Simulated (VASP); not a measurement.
# CdSbRhF (P4/nmm) in VASP: single point with PBE

Aim: the single point of CdSbRhF with PBE.

Program: VASP 6.6.1. These are calculated values, not measurements. Logs are shortened: lines on timing, memory, paths and dates and some standing lists are left out, and cuts for length are marked.

**1. The cell of the first run**

Symmetry: P4/nmm, No. 129, tetragonal system. The conventional cell has a = 4.218 Å, b = 4.218 Å, c = 8.972 Å, α = 90.00°, β = 90.00°, γ = 90.00°. Rh (site symmetry 4mm) has 4 F at 2.46 Å within 3.2 Å. Cd (site symmetry -4m2) has 4 Sb at 2.68 Å and 4 Cd at 2.98 Å within 3.5 Å. Within 3.6 Å of Sb (site symmetry 4mm) lie 4 Cd at 2.68 Å and 4 Rh at 3.36 Å and 4 F at 3.53 Å. F (site symmetry -4m2) has 4 Rh at 2.46 Å and 4 F at 2.98 Å within 3.2 Å.

**2. Single point, PBE**

INCAR reads:

```
SYSTEM = CdSbRhF
  PREC = Accurate
  ENCUT = 520
  EDIFF = 1E-6
  ISMEAR = 0
  SIGMA = 0.2323
  LREAL = .FALSE.
  LASPH = .TRUE.
  NELM = 80
  ALGO = Normal
  ISIF = 2
  LWAVE = .FALSE.
  LCHARG = .FALSE.
  GGA = PE
  NBANDS = 49
```

KPOINTS reads:

```
regular mesh
0
G
  8 8 4
  0 0 0
```

POSCAR reads:

```
CdSbRhF
1.0
    4.2181490000      0.0000000000      0.0000000000
    0.0000000000      4.2181490000      0.0000000000
    0.0000000000      0.0000000000      8.9720400000
Rh Cd Sb F
2 2 2 2
Direct
    0.2500000000      0.2500000000      0.3586500000
    0.7500000000      0.7500000000      0.6413500000
    0.2500000000      0.7500000000      0.0000000000
    0.7500000000      0.2500000000      0.0000000000
    0.2500000000      0.2500000000      0.8148600000
    0.7500000000      0.7500000000      0.1851400000
    0.2500000000      0.7500000000      0.5000000000
    0.7500000000      0.2500000000      0.5000000000
```

Potentials or basis: VASP PAW PBE potentials, release 64 (Rh_pv, Cd, Sb, F).

The run is started by

```console
$ cat potpaw_PBE.64/Rh_pv/POTCAR potpaw_PBE.64/Cd/POTCAR potpaw_PBE.64/Sb/POTCAR potpaw_PBE.64/F/POTCAR > POTCAR
$ mpirun -np 1 vasp_std > vasp.out
```

OUTCAR:

```text
SYSTEM = CdSbRhF
   PREC = Accurate
   ENCUT = 520
   EDIFF = 1E-6
   ISMEAR = 0
   LREAL = .FALSE.
   LASPH = .TRUE.
   NELM = 80
   ISIF = 2
   GGA = PE

 ion  position               nearest neighbor table
   1  0.250  0.250  0.359-   7 2.46   8 2.46   7 2.46   8 2.46   6 3.36   6 3.36   6 3.36   6 3.36

   2  0.750  0.750  0.641-   7 2.46   8 2.46   8 2.46   7 2.46   5 3.36   5 3.36   5 3.36   5 3.36

   3  0.250  0.750  0.000-   5 2.68   6 2.68   5 2.68   6 2.68   4 2.98   4 2.98   4 2.98   4 2.98

   4  0.750  0.250  0.000-   5 2.68   6 2.68   6 2.68   5 2.68   3 2.98   3 2.98   3 2.98   3 2.98

   5  0.250  0.250  0.815-   3 2.68   4 2.68   3 2.68   4 2.68   2 3.36   2 3.36   2 3.36   2 3.36

   6  0.750  0.750  0.185-   3 2.68   4 2.68   4 2.68   3 2.68   1 3.36   1 3.36   1 3.36   1 3.36

   7  0.250  0.750  0.500-   1 2.46   2 2.46   1 2.46   2 2.46
   8  0.750  0.250  0.500-   1 2.46   2 2.46   2 2.46   1 2.46

  LATTYP: Found a simple tetragonal cell.
 ALAT       =     4.2181490000
 C/A-ratio  =     2.1270087899

  Lattice vectors:

 A1 = (   4.2181490000,   0.0000000000,   0.0000000000)
 A2 = (   0.0000000000,   4.2181490000,   0.0000000000)
 A3 = (   0.0000000000,   0.0000000000,   8.9720400000)

Analysis of symmetry for initial positions (statically):
=====================================================================
 Subroutine PRICEL returns:
 Original cell was already a primitive cell.

 Routine SETGRP: Setting up the symmetry group for a
 simple tetragonal supercell.

 Subroutine GETGRP returns: Found 16 space group operations
 (whereof  4 operations were pure point group operations)
 out of a pool of 16 trial point group operations.

The static configuration has the point symmetry C_2h.
 The point group associated with its full space group is D_4h.

Analysis of symmetry for dynamics (positions and initial velocities):
=====================================================================
 Subroutine PRICEL returns:
 Original cell was already a primitive cell.

 Routine SETGRP: Setting up the symmetry group for a
 simple tetragonal supercell.

 Subroutine GETGRP returns: Found 16 space group operations
 (whereof  4 operations were pure point group operations)
 out of a pool of 16 trial point group operations.

The dynamic configuration has the point symmetry C_2h.
 The point group associated with its full space group is D_4h.

 Subroutine INISYM returns: Found 16 space group operations
 (whereof  4 operations are pure point group operations),
 and found     1 'primitive' translations

----------------------------------------------------------------------------------------

                                     Primitive cell

  volume of cell :     159.6375

  direct lattice vectors                    reciprocal lattice vectors
     4.218149000  0.000000000  0.000000000     0.237070810  0.000000000  0.000000000
     0.000000000  4.218149000  0.000000000     0.000000000  0.237070810  0.000000000
     0.000000000  0.000000000  8.972040000     0.000000000  0.000000000  0.111457372

  length of vectors
     4.218149000  4.218149000  8.972040000     0.237070810  0.237070810  0.111457372

  position of ions in fractional coordinates (direct lattice)
     0.250000000  0.250000000  0.358650000
     0.750000000  0.750000000  0.641350000
     0.250000000  0.750000000  0.000000000
     0.750000000  0.250000000  0.000000000
     0.250000000  0.250000000  0.814860000
     0.750000000  0.750000000  0.185140000
     0.250000000  0.750000000  0.500000000
     0.750000000  0.250000000  0.500000000

  ion indices of the primitive-cell ions
   primitive index   ion index
                 1           1
                 2           2
                 3           3
                 4           4
                 5           5
                 6           6
                 7           7
                 8           8

----------------------------------------------------------------------------------------

 KPOINTS: regular mesh

Automatic generation of k-mesh.
 Grid dimensions read from file:
 generate k-points for:    8    8    4

 Generating k-lattice:

  Cartesian coordinates                     Fractional coordinates (reciprocal lattice)
     0.029633851  0.000000000  0.000000000     0.125000000  0.000000000  0.000000000
     0.000000000  0.029633851  0.000000000     0.000000000  0.125000000  0.000000000
     0.000000000  0.000000000  0.027864343     0.000000000  0.000000000  0.250000000

  Length of vectors
     0.029633851  0.029633851  0.027864343

  Shift w.r.t. Gamma in fractional coordinates (k-lattice)
     0.000000000  0.000000000  0.000000000

 Subroutine IBZKPT returns following result:
 ===========================================

 Found     45 irreducible k-points:

 Following reciprocal coordinates:
            Coordinates               Weight
  0.000000  0.000000  0.000000      1.000000
  0.125000  0.000000  0.000000      4.000000
  0.250000  0.000000  0.000000      4.000000
  0.375000  0.000000  0.000000      4.000000
  0.500000  0.000000  0.000000      2.000000
  0.125000  0.125000  0.000000      4.000000
[... 16 lines left out ...]
  0.375000  0.125000  0.250000     16.000000
  0.500000  0.125000  0.250000      8.000000
 [... further k-points ...]
   k-points           NKPTS =     45   k-points in BZ     NKDIM =     45   number of bands    NBANDS=     49
   number of dos      NEDOS =    301   number of ions     NIONS =      8
   total plane-waves  NPLWV =  71680
   dimension x,y,z NGX =    32 NGY =   32 NGZ =   70
   dimension x,y,z NGXF=    64 NGYF=   64 NGZF=  140
   ions per type =               2   2   2   2
   NGX,Y,Z   is equivalent  to a cutoff of  12.61, 12.61, 12.97 a.u.
   NGXF,Y,Z  is equivalent  to a cutoff of  25.22, 25.22, 25.94 a.u.
 SYSTEM =  CdSbRhF
   PREC   = accura    normal or accurate (medium, high low for compatibility)
   ISTART =      0    job   : 0-new  1-cont  2-samecut
   ICHARG =      2    charge: 1-file 2-atom 10-const
   ISPIN  =      1    spin polarized calculation?
   LNONCOLLINEAR =      F non collinear calculations
   LSORBIT =      F    spin-orbit coupling
   LASPH  =      T    aspherical Exc in radial PAW
   ENCUT  =  520.0 eV  38.22 Ry    6.18 a.u.   7.84  7.84 16.68*2*pi/ulx,y,z
   NELM   =     80;   NELMIN=  2; NELMDL= -5     # of ELM steps
   EDIFF  = 0.1E-05   stopping-criterion for ELM
   LREAL  =      F    real-space projection
   EDIFFG = 0.1E-04   stopping-criterion for IOM
   NSW    =      0    number of steps for IOM
   IBRION =     -1    ionic relax: 0-MD 1-quasi-New 2-CG
   NFREE  =      0    steps in history (QN), initial steepest desc. (CG)
   ISIF   =      2    stress and relaxation
   ISYM   =      2    0-nonsym 1-usesym 2-fastsym
   POTIM  = 0.5000    time-step for ionic-motion
   TEBEG  =    0.0;   TEEND  =   0.0 temperature during run
   PSTRESS=    0.0 pullay stress
   NELECT =      78.0000    total number of electrons
   NUPDOWN=      -1.0000    fix difference up-down
   EMIN   =  10.00;   EMAX   =-10.00  energy-range for DOS
   EFERMI =   0.00;   METHOD = LEGACY
   ISMEAR =     0;   SIGMA  =   0.23  broadening in eV -4-tet -1-fermi 0-gaus
   EFERMI_NEDOS =   21; number of points for ismear=-14 and -15
   IALGO  =     38    algorithm
   IMIX   =      4    mixing-type and parameters
     AMIX     =   0.40;   BMIX     =  1.00
     AMIX_MAG =   1.60;   BMIX_MAG =  1.00
  volume/ion in A,a.u.               =      19.95       134.66
  Fermi-wavevector in a.u.,A,eV,Ry     =   1.289421  2.436652 22.621130  1.662606
  Thomas-Fermi vector in A             =   2.421315
   LORBIT       =      0    0 simple, 1 ext, 2 COOP (PROOUT), +10 PAW based schemes
   GGA     = PE    functional components
   LHFCALC =     F    Hartree Fock is set to
   AEXX    =    0.0000 exact exchange contribution
   IVDW    =     0    specifies the selected vdW correction
   LEPSILON=     F    determine dielectric tensor
   LRPA    =     F    only Hartree local field effects (RPA)
 non-spin polarized calculation
 Gauss-broadening in eV      SIGMA  =   0.23
  energy-cutoff  :      520.00
  volume of cell :      159.64
 maximum number of plane-waves:      4330
 NGX is ok and might be reduce to    32
   NGX = 15   NGY = 15   NGZ = 33

 number of electron      77.9999993 magnetization

 Free energy of the ion-electron system (eV)
  ---------------------------------------------------
  ext. energy  EPLUGINS =         0.00000000
  ---------------------------------------------------
  free energy    TOTEN  =       -25.27240380 eV

  energy without entropy =      -24.90193218  energy(sigma->0) =      -25.08716799

 E-fermi :   4.9270     XC(G=0): -10.5408

 val. band max:        4.9258438941   @ k =   0.5000   0.0000   0.2500
 cond. band min:       4.9333487307   @ k =   0.2500   0.2500   0.5000
 fundamental gap:      0.0075048366
 Fermi energy:         4.9269764322

 k-point     1 :       0.0000    0.0000    0.0000
  band No.  band energies     occupation
      1     -40.4037      2.00000
      2     -40.4037      2.00000
      3     -40.4017      2.00000
      4     -40.4017      2.00000
      5     -40.1987      2.00000
      6     -40.1947      2.00000
[... 41 lines left out ...]
     48      10.2001      0.00000
     49      10.2001      0.00000

 k-point     2 :       0.1250    0.0000    0.0000
  band No.  band energies     occupation
      1     -40.4040      2.00000
      2     -40.4037      2.00000
      3     -40.4021      2.00000
      4     -40.4018      2.00000
      5     -40.1985      2.00000
      6     -40.1948      2.00000
[... 41 lines left out ...]
     48      10.2853      0.00000
     49      10.3011      0.00000

 k-point     3 :       0.2500    0.0000    0.0000
  band No.  band energies     occupation
      1     -40.4044      2.00000
      2     -40.4034      2.00000
      3     -40.4030      2.00000
      4     -40.4020      2.00000
      5     -40.1979      2.00000
      6     -40.1951      2.00000
[... 41 lines left out ...]
     48      10.3723      0.00000
     49      10.5283      0.00000

 k-point     4 :       0.3750    0.0000    0.0000
  band No.  band energies     occupation
      1     -40.4048      2.00000
      2     -40.4040      2.00000
      3     -40.4030      2.00000
      4     -40.4022      2.00000
      5     -40.1972      2.00000
      6     -40.1957      2.00000
[... 977 lines left out ...]
     48      10.3579      0.00000
     49      10.7593      0.00000

 k-point    23 :       0.3750    0.1250    0.2500
  band No.  band energies     occupation
      1     -40.4050      2.00000
      2     -40.4042      2.00000
      3     -40.4030      2.00000
      4     -40.4023      2.00000
      5     -40.1971      2.00000
      6     -40.1957      2.00000
[... 41 lines left out ...]
     48      10.2690      0.00000
     49      10.7683      0.00000

 k-point    24 :       0.5000    0.1250    0.2500
  band No.  band energies     occupation
      1     -40.4049      2.00000
      2     -40.4049      2.00000
      3     -40.4027      2.00000
      4     -40.4027      2.00000
      5     -40.1964      2.00000
      6     -40.1964      2.00000
[... 41 lines left out ...]
     48       9.8157      0.00000
     49      11.4221      0.00000

 [... further k-points ...]

------------------------ aborting loop because EDIFF is reached ----------------------------------------

  FORCE on cell =-STRESS in cart. coord.  units (eV):
  Direction    XX          YY          ZZ          XY          YZ          ZX
  --------------------------------------------------------------------------------------
  -------------------------------------------------------------------------------------
  Total        3.6661182      3.6661182      6.9591352      0.0000000      0.0000000      0.0000000
  in kB       36.7944242     36.7944242     69.8442761      0.0000000      0.0000000      0.0000000
  external PRESSURE =      47.8110415 kB  Pullay stress =       0.0000000 kB

 VOLUME and BASIS-vectors are now :
 -----------------------------------------------------------------------------
  energy-cutoff  :      520.00
  volume of cell :      159.64
      direct lattice vectors                 reciprocal lattice vectors
     4.218149000  0.000000000  0.000000000     0.237070810  0.000000000  0.000000000
     0.000000000  4.218149000  0.000000000     0.000000000  0.237070810  0.000000000
     0.000000000  0.000000000  8.972040000     0.000000000  0.000000000  0.111457372

 POSITION                                       TOTAL-FORCE (eV/Angst)
 -----------------------------------------------------------------------------------
      1.05454      1.05454      3.21782        -0.000000      0.000000     -0.207224
      3.16361      3.16361      5.75422        -0.000000      0.000000      0.207224
      1.05454      3.16361      0.00000         0.000000     -0.000000     -0.000000
      3.16361      1.05454      0.00000        -0.000000      0.000000      0.000000
      1.05454      1.05454      7.31096        -0.000000      0.000000     -4.840394
      3.16361      3.16361      1.66108        -0.000000      0.000000      4.840394
      1.05454      3.16361      4.48602        -0.000000      0.000000     -0.000000
      3.16361      1.05454      4.48602         0.000000     -0.000000      0.000000
 -----------------------------------------------------------------------------------
    total drift:                                0.000000     -0.000000     -0.000000

  FREE ENERGIE OF THE ION-ELECTRON SYSTEM (eV)
  ---------------------------------------------------
  free  energy   TOTEN  =       -25.2724038045 eV

  energy  without entropy=      -24.9019321799  energy(sigma->0) =      -25.08716799
```

Run time: 6.1 min. Hardware: 1 thread of AMD EPYC 7R43 (Zen 3), shared host; peak memory 0.42 GiB.

Results:

| Property | Result |
| --- | --- |
| Free energy | -25.2724 eV |
| Pressure | 4.8 GPa |
| Largest force | 4.840 eV/Å |
| Band gap on the k mesh | zero (bands 39 and 40 overlap by 0.36 eV) |

Forces on the atoms (eV/Å):
```
Rh   0.000  0.000 -0.207
Rh   0.000  0.000  0.207
Cd   0.000  0.000  0.000
Cd   0.000  0.000  0.000
Sb   0.000  0.000 -4.840
Sb   0.000  0.000  4.840
F    0.000  0.000  0.000
F    0.000  0.000  0.000
```

Levels at points of the mesh, in eV from the Fermi level:
| k point | band 35 | band 36 | band 37 | band 38 | band 39 | band 40 | band 41 | band 42 | band 43 | band 44 |
| --- | --- | --- | --- | --- | --- | --- | --- | --- | --- | --- |
| (0.00, 0.00, 0.00) | -0.63 | -0.56 | 0.05 | 0.15 | 0.20 | 0.20 | 1.20 | 1.20 | 1.46 | 1.57 |
| (0.50, 0.00, 0.00) | -0.58 | -0.58 | -0.20 | -0.20 | 0.08 | 0.08 | 0.55 | 0.55 | 2.72 | 2.72 |
| (0.50, 0.50, 0.00) | -0.67 | -0.67 | -0.10 | -0.10 | -0.05 | -0.05 | 0.15 | 0.15 | 2.13 | 2.13 |
| (0.00, 0.00, 0.50) | -0.63 | -0.47 | -0.44 | 0.01 | 0.01 | 0.01 | 1.40 | 1.40 | 1.59 | 2.24 |
| (0.50, 0.00, 0.50) | -0.41 | -0.41 | -0.27 | -0.27 | -0.16 | -0.16 | 0.58 | 0.58 | 2.35 | 2.35 |
| (0.50, 0.50, 0.50) | -0.55 | -0.55 | -0.18 | -0.18 | -0.17 | -0.17 | -0.05 | -0.05 | 2.03 | 2.03 |

Caveat: the cell stands under pressure; spin-orbit coupling is left out, which moves the levels of the heavy elements; forces of over 1 eV/Å act on the atoms, so gaps and moduli don't describe the material at rest.
